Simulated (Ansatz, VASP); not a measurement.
# Two plane-wave programs on P

```xyz
1
Lattice="0.0000 1.8845 1.8845 1.8845 0.0000 1.8845 1.8845 1.8845 0.0000" Properties=species:S:1:pos:R:3 pbc="T T T"
P     0.0000    0.0000    0.0000
```

Alike in both runs: task single point; functional PBEsol; k mesh 16 × 16 × 16; occupations fermi-dirac, width 0.1 eV; no spin polarisation.

```csv
,VASP,Ansatz
version,VASP 6.6.1,Ansatz 0.2.0
potentials or method,"VASP PAW PBE potentials, release 64 (P), cutoff 520 eV","plane waves (420 eV) with PAW, scalar-relativistic"
valence electrons in the cell,5,5
```

VASP gave:

- pressure (GPa): 5.5

Question: Which values does Ansatz return?

Answer: Pressure (GPa): 5.4.

VASP's potentials were made for PBE, not for PBEsol, and Ansatz warns of the same on its side.
